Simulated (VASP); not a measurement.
## BN: elastic constants with PBEsol

Crystal: BN.

```
B N
1.0
     0.00000    1.80285    1.80285
     1.80285    0.00000    1.80285
     1.80285    1.80285    0.00000
B N
1 1
Direct
  0.00000 0.00000 0.00000
  0.75000 0.75000 0.75000
```

* Program: VASP 6.6.1
* Task: elastic constants
* Functional: PBEsol
* Potentials or basis: VASP PAW PBE potentials, release 64 (B, N)
* Cutoff: 600 eV
* k mesh: 12 × 12 × 12
* Occupations: gaussian, width 0.01 eV
* Spin: no spin polarisation
* Dipole correction: no
* Ions in elastic constants: relaxed
* Further INCAR settings: ALGO = Normal; EDIFF = 1e-08; NBANDS = 11; IBRION = 6; POTIM = 0.015; NSW = 1; ISIF = 3

```json
{
 "Elastic constants C11, C12, C44": "794, 185, 458 GPa",
 "Voigt bulk modulus": "388 GPa",
 "Highest phonon frequency at Γ, LO-TO splitting left out": "1050 cm⁻¹"
}
```

Phonon frequencies in cm⁻¹ (negative: imaginary):
| q point | frequencies |
| --- | --- |
| (0.000, 0.000, 0.000) | 0 0 0 1050 1050 1050 |

Elastic tensor in Voigt notation (GPa, in the Cartesian axes of the cell as first typed):
```
794 185 185   0   0   0
185 794 185   0   0   0
185 185 794   0   0   0
  0   0   0 458   0   0
  0   0   0   0 458   0
  0   0   0   0   0 458
```

Clamped-ion elastic tensor (GPa):
```
794 185 185   0   0   0
185 794 185   0   0   0
185 185 794   0   0   0
  0   0   0 462   0   0
  0   0   0   0 462   0
  0   0   0   0   0 462
```

Run time: 5.8 min on 1 thread of Intel(R) Xeon(R) Platinum 8259CL CPU @ 2.50GHz (Skylake/Cascade Lake) (shared host), peak memory 0.24 GiB.

Caveat: the PAW data sets were made with another functional, which shifts forces and pressure a little.
